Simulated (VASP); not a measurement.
Set up this calculation in VASP 6.6.1, as the native input.

- Task: single point
- Functional: PBE exchange alone
- Potentials or basis: VASP PAW PBE potentials, release 64 (C)
- Cutoff: 520 eV
- k mesh: 12 × 12 × 4
- Occupations: fermi-dirac, width 0.05 eV
- Spin: no spin polarisation
- Dipole correction: no
- Further INCAR settings: ALGO = Normal; EDIFF = 1e-07; NBANDS = 26

The structure of C lies in POSCAR:

```
C
1.0
    2.4880133891      0.0000000000      0.0000000000
   -1.2440066945      2.1546827999      0.0000000000
    0.0000000000      0.0000000000      8.1257741910
C
8
Direct
    0.6666666667      0.3333333333      0.8437500000
    0.3333333333      0.6666666667      0.3437500000
    0.6666666667      0.3333333333      0.6562500000
    0.3333333333      0.6666666667      0.1562500000
    0.0000000000      0.0000000000      0.9062500000
    0.0000000000      0.0000000000      0.4062500000
    0.0000000000      0.0000000000      0.5937500000
    0.0000000000      0.0000000000      0.0937500000
```

These files were run (other wordings do the same):

INCAR

```
PREC     = Accurate       # precision mode
ENCUT    = 520            # plane-wave cutoff, eV
EDIFF    = 1E-7           # SCF threshold, eV
ISMEAR   = -1             # smearing method
SIGMA    = 0.05           # smearing width, eV
LREAL    = F              # projectors in reciprocal space
LASPH    = T              # aspherical terms in the spheres
NELM     = 80             # most SCF steps
ALGO     = Normal         # electronic algorithm
ISIF     = 2              # what is computed and relaxed
LWAVE    = F              # write WAVECAR
LCHARG   = F              # write CHGCAR
GGA      = PE             # functional
ALDAC    = 0.0          
AGGAC    = 0.0          
NBANDS   = 26             # bands
```

KPOINTS

```
Automatic mesh
0
Gamma
  12 12 4
```

Potentials or basis: VASP PAW PBE potentials, release 64 (C).

The run is started by

```bash
$ cat potpaw_PBE.64/C/POTCAR > POTCAR
$ mpirun -np 1 vasp_std > vasp.out
```

It gave:

```
Pressure               : 53.8 GPa
Largest force          : 0.373 eV/Å
Band gap on the k mesh : 4.88 eV (least direct gap 5.42 eV)
```

Caveat: the stress differs along the axes, from 49 to 63 GPa.

It took 32 s on 1 thread of Intel(R) Xeon(R) Platinum 8559C (Emerald Rapids), with other jobs on the host, peak memory 0.17 GiB.
